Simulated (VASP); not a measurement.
# Be3ReH (Pmmm) in VASP: notebook, part 2 of 2

VASP 6.6.1. Earlier steps stand in the parts before.

## Step 4: Single point, PBE

File INCAR:

```
  PREC = Accurate
  ENCUT = 600
  EDIFF = 1E-6
  ISMEAR = 0
  SIGMA = 0.1
  LREAL = F
  LASPH = T
  NELM = 120
  ALGO = Normal
  ISIF = 2
  LWAVE = F
  LCHARG = F
  GGA = PE
  NBANDS = 33
  GGA_COMPAT = F
```

File KPOINTS:

```
Automatic mesh
0
Gamma
  8 6 2
```

File POSCAR:

```
Be3ReH
1.0
    2.4809040277      0.0000000000      0.0000000000
    0.0000000000      3.1340329622      0.0000000000
    0.0000000000      0.0000000000     11.6697136563
Be Re H
6 2 2
Direct
    0.5000000000      0.5000000000      0.5000000000
    0.5000000000      0.0000000000      0.0000000000
    0.0000000000      0.0000000000      0.5973854003
    0.0000000000      0.5000000000      0.0922555801
    0.0000000000      0.0000000000      0.4026145997
    0.0000000000      0.5000000000      0.9077444199
    0.5000000000      0.5000000000      0.7246317571
    0.5000000000      0.5000000000      0.2753682429
    0.5000000000      0.0000000000      0.8033132048
    0.5000000000      0.0000000000      0.1966867952
```

Potentials or basis: VASP PAW PBE potentials, release 64 (Be, Re_sv_GW, H).

Command:

```bash
> cat potpaw_PBE.64/Be/POTCAR potpaw_PBE.64/Re_sv_GW/POTCAR potpaw_PBE.64/H/POTCAR > POTCAR
> mpirun -np 1 vasp_std > vasp.out
```

OUTCAR:

```text
PREC = Accurate
   ENCUT = 600
   EDIFF = 1E-6
   ISMEAR = 0
   LREAL = F
   LASPH = T
   NELM = 120
   ISIF = 2
   GGA = PE

 ion  position               nearest neighbor table
   1  0.500  0.500  0.500-   3 2.30   5 2.30   3 2.30   5 2.30   3 2.30   5 2.30   3 2.30   5 2.30
                             7 2.62   8 2.62
   2  0.500  0.000  0.000-   4 2.27   6 2.27   4 2.27   6 2.27   4 2.27   6 2.27   4 2.27   6 2.27

   3  0.000  0.000  0.597-   5 2.27   1 2.30   1 2.30   1 2.30   1 2.30   7 2.49   7 2.49   7 2.49
                             7 2.49
   4  0.000  0.500  0.092-   6 2.15   2 2.27   2 2.27   2 2.27   2 2.27   8 2.47   8 2.47
   5  0.000  0.000  0.403-   3 2.27   1 2.30   1 2.30   1 2.30   1 2.30   8 2.49   8 2.49   8 2.49
                             8 2.49
   6  0.000  0.500  0.908-   4 2.15   2 2.27   2 2.27   2 2.27   2 2.27   7 2.47   7 2.47
   7  0.500  0.500  0.725-   9 1.82   9 1.82   6 2.47   6 2.47   3 2.49   3 2.49   3 2.49   3 2.49
                             1 2.62
   8  0.500  0.500  0.275-  10 1.82  10 1.82   4 2.47   4 2.47   5 2.49   5 2.49   5 2.49   5 2.49
                             1 2.62
   9  0.500  0.000  0.803-   7 1.82   7 1.82
  10  0.500  0.000  0.197-   8 1.82   8 1.82

  LATTYP: Found a simple orthorhombic cell.
 ALAT       =     2.4809040277
 B/A-ratio  =     1.2632624750
 C/A-ratio  =     4.7038150311

  Lattice vectors:

 A1 = (   2.4809040277,   0.0000000000,   0.0000000000)
 A2 = (   0.0000000000,   3.1340329622,   0.0000000000)
 A3 = (   0.0000000000,   0.0000000000,  11.6697136563)

Analysis of symmetry for initial positions (statically):
=====================================================================
 Subroutine PRICEL returns:
 Original cell was already a primitive cell.

 Routine SETGRP: Setting up the symmetry group for a
 simple orthorhombic supercell.

 Subroutine GETGRP returns: Found  8 space group operations
 (whereof  8 operations were pure point group operations)
 out of a pool of  8 trial point group operations.

The static configuration has the point symmetry D_2h.

Analysis of symmetry for dynamics (positions and initial velocities):
=====================================================================
 Subroutine PRICEL returns:
 Original cell was already a primitive cell.

 Routine SETGRP: Setting up the symmetry group for a
 simple orthorhombic supercell.

 Subroutine GETGRP returns: Found  8 space group operations
 (whereof  8 operations were pure point group operations)
 out of a pool of  8 trial point group operations.

The dynamic configuration has the point symmetry D_2h.

 Subroutine INISYM returns: Found  8 space group operations
 (whereof  8 operations are pure point group operations),
 and found     1 'primitive' translations

----------------------------------------------------------------------------------------

                                     Primitive cell

  volume of cell :      90.7348

  direct lattice vectors                    reciprocal lattice vectors
     2.480904028  0.000000000  0.000000000     0.403078873  0.000000000  0.000000000
     0.000000000  3.134032962  0.000000000     0.000000000  0.319077691  0.000000000
     0.000000000  0.000000000 11.669713656     0.000000000  0.000000000  0.085691906

  length of vectors
     2.480904028  3.134032962 11.669713656     0.403078873  0.319077691  0.085691906

[... 80 lines left out ...]
   total plane-waves  NPLWV =  53760
   dimension x,y,z NGX =    20 NGY =   28 NGZ =   96
   dimension x,y,z NGXF=    40 NGYF=   56 NGZF=  192
   ions per type =               6   2   2
   NGX,Y,Z   is equivalent  to a cutoff of  13.40, 14.85, 13.68 a.u.
   NGXF,Y,Z  is equivalent  to a cutoff of  26.80, 29.71, 27.35 a.u.
 SYSTEM =  unknown system
   PREC   = accura    normal or accurate (medium, high low for compatibility)
   ISTART =      0    job   : 0-new  1-cont  2-samecut
   ICHARG =      2    charge: 1-file 2-atom 10-const
   ISPIN  =      1    spin polarized calculation?
   LNONCOLLINEAR =      F non collinear calculations
   LSORBIT =      F    spin-orbit coupling
   LASPH  =      T    aspherical Exc in radial PAW
   ENCUT  =  600.0 eV  44.10 Ry    6.64 a.u.   4.95  6.26 23.31*2*pi/ulx,y,z
   NELM   =    120;   NELMIN=  2; NELMDL= -5     # of ELM steps
   EDIFF  = 0.1E-05   stopping-criterion for ELM
   LREAL  =      F    real-space projection
   EDIFFG = 0.1E-04   stopping-criterion for IOM
   NSW    =      0    number of steps for IOM
   IBRION =     -1    ionic relax: 0-MD 1-quasi-New 2-CG
   NFREE  =      0    steps in history (QN), initial steepest desc. (CG)
   ISIF   =      2    stress and relaxation
   ISYM   =      2    0-nonsym 1-usesym 2-fastsym
   POTIM  = 0.5000    time-step for ionic-motion
   TEBEG  =    0.0;   TEEND  =   0.0 temperature during run
   PSTRESS=    0.0 pullay stress
   NELECT =      44.0000    total number of electrons
   NUPDOWN=      -1.0000    fix difference up-down
   EMIN   =  10.00;   EMAX   =-10.00  energy-range for DOS
   EFERMI =   0.00;   METHOD = LEGACY
   ISMEAR =     0;   SIGMA  =   0.10  broadening in eV -4-tet -1-fermi 0-gaus
   EFERMI_NEDOS =   21; number of points for ismear=-14 and -15
   IALGO  =     38    algorithm
   IMIX   =      4    mixing-type and parameters
     AMIX     =   0.40;   BMIX     =  1.00
     AMIX_MAG =   1.60;   BMIX_MAG =  1.00
  volume/ion in A,a.u.               =       9.07        61.23
  Fermi-wavevector in a.u.,A,eV,Ry     =   1.286178  2.430524 22.507497  1.654254
  Thomas-Fermi vector in A             =   2.418268
   LORBIT       =      0    0 simple, 1 ext, 2 COOP (PROOUT), +10 PAW based schemes
   GGA     = PE    functional components
   LHFCALC =     F    Hartree Fock is set to
   AEXX    =    0.0000 exact exchange contribution
   IVDW    =     0    specifies the selected vdW correction
   LEPSILON=     F    determine dielectric tensor
   LRPA    =     F    only Hartree local field effects (RPA)
 non-spin polarized calculation
 Gauss-broadening in eV      SIGMA  =   0.10
  energy-cutoff  :      600.00
  volume of cell :       90.73
 maximum number of plane-waves:      3060
 NGX is ok and might be reduce to    20
   NGX =  9   NGY = 13   NGZ = 47

 number of electron      44.0000003 magnetization

 Free energy of the ion-electron system (eV)
  ---------------------------------------------------
  ext. energy  EPLUGINS =         0.00000000
  ---------------------------------------------------
  free energy    TOTEN  =       -54.89326863 eV

  energy without entropy =      -54.87345407  energy(sigma->0) =      -54.88336135

 E-fermi :   7.7996     XC(G=0): -11.4433

 val. band max:        7.7685809410   @ k =   0.2500   0.5000   0.5000
 cond. band min:       7.7996115759   @ k =   0.5000   0.5000   0.5000
 fundamental gap:      0.0310306349
 Fermi energy:         7.7995711810

 k-point     1 :       0.0000    0.0000    0.0000
  band No.  band energies     occupation
      1     -72.2615      2.00000
      2     -72.2615      2.00000
      3     -34.0951      2.00000
      4     -34.0950      2.00000
      5     -34.0922      2.00000
      6     -34.0922      2.00000
[... 853 lines left out ...]
     32      14.6887      0.00000
     33      15.1891      0.00000

 [... further k-points ...]

------------------------ aborting loop because EDIFF is reached ----------------------------------------

  FORCE on cell =-STRESS in cart. coord.  units (eV):
  Direction    XX          YY          ZZ          XY          YZ          ZX
  --------------------------------------------------------------------------------------
  -------------------------------------------------------------------------------------
  Total       -0.2179797     -0.1010174     -0.0628911      0.0000000      0.0000000      0.0000000
  in kB       -3.8490436     -1.7837455     -1.1105192      0.0000000      0.0000000      0.0000000
  external PRESSURE =      -2.2477694 kB  Pullay stress =       0.0000000 kB

 VOLUME and BASIS-vectors are now :
 -----------------------------------------------------------------------------
  energy-cutoff  :      600.00
  volume of cell :       90.73
      direct lattice vectors                 reciprocal lattice vectors
     2.480904028  0.000000000  0.000000000     0.403078873  0.000000000  0.000000000
     0.000000000  3.134032962  0.000000000     0.000000000  0.319077691  0.000000000
     0.000000000  0.000000000 11.669713656     0.000000000  0.000000000  0.085691906

 POSITION                                       TOTAL-FORCE (eV/Angst)
 -----------------------------------------------------------------------------------
      1.24045      1.56702      5.83486         0.000000     -0.000000      0.000000
      1.24045      0.00000      0.00000         0.000000     -0.000000      0.000000
      0.00000      0.00000      6.97132         0.000000     -0.000000     -0.018463
      0.00000      1.56702      1.07660         0.000000      0.000000      0.000244
      0.00000      0.00000      4.69840         0.000000      0.000000      0.018463
      0.00000      1.56702     10.59312         0.000000      0.000000     -0.000244
      1.24045      1.56702      8.45625         0.000000     -0.000000      0.065343
      1.24045      1.56702      3.21347         0.000000     -0.000000     -0.065343
      1.24045      0.00000      9.37444         0.000000     -0.000000     -0.003753
      1.24045      0.00000      2.29528         0.000000     -0.000000      0.003753
 -----------------------------------------------------------------------------------
    total drift:                                0.000000      0.000000      0.000000

  FREE ENERGIE OF THE ION-ELECTRON SYSTEM (eV)
  ---------------------------------------------------
  free  energy   TOTEN  =       -54.8932686347 eV

  energy  without entropy=      -54.8734540696  energy(sigma->0) =      -54.88336135
```

Run time: 80 s. Hardware: 1 thread of Intel Xeon 6975P-C (Granite Rapids), shared host; peak memory 0.31 GiB.

Results:

```yaml
Free_energy: -54.8933 eV
Pressure: -0.2 GPa
Largest_force: 0.065 eV/Å
Band_gap_on_the_k_mesh: zero (bands 22 and 23 overlap by 2.18 eV)
```

Forces in eV/Å, atoms in the order of the input:
```
Be   0.000  0.000  0.000
Be   0.000  0.000  0.000
Be   0.000  0.000 -0.018
Be   0.000  0.000  0.000
Be   0.000  0.000  0.018
Be   0.000  0.000  0.000
Re   0.000  0.000  0.065
Re   0.000  0.000 -0.065
H    0.000  0.000 -0.004
H    0.000  0.000  0.004
```

Stress tensor (GPa, compression positive):
```
-0.38  0.00  0.00
 0.00 -0.18  0.00
 0.00  0.00 -0.11
```

Caveat: spin-orbit coupling is left out, which moves the levels of the heavy elements.

## Step 5: The runs side by side

| potentials or basis | spin | cell | cutoff (eV) | gap on the mesh (eV) | pressure (GPa) | largest force (eV/Å) |
| --- | --- | --- | --- | --- | --- | --- |
| VASP PAW PBE potentials, release 64 (Be, Re, H) | collinear | a = 2.479, b = 3.134, c = 11.679 Å, 10 atoms, atomic positions A | 520 | none | 0.1 | 0.05 |
| VASP PAW PBE potentials, release 64 (Be, Re_sv_GW, H) | off | a = 2.479, b = 3.134, c = 11.679 Å, 10 atoms, atomic positions A | 600 | none | -0.2 | 0.02 |
| VASP PAW PBE potentials, release 64 (Be, Re_sv_GW, H) | off | a = 2.481, b = 3.134, c = 11.670 Å, 10 atoms, atomic positions B | 600 | none | -0.2 | 0.07 |

Alike in all rows: task single point; level PBE; k mesh 8 × 6 × 2; smearing gaussian 0.1 eV.

Caveats: spin-orbit coupling is left out, which moves the levels of the heavy elements.

Total energies depend on the potentials used, so only differences within one code and one set of settings carry meaning.
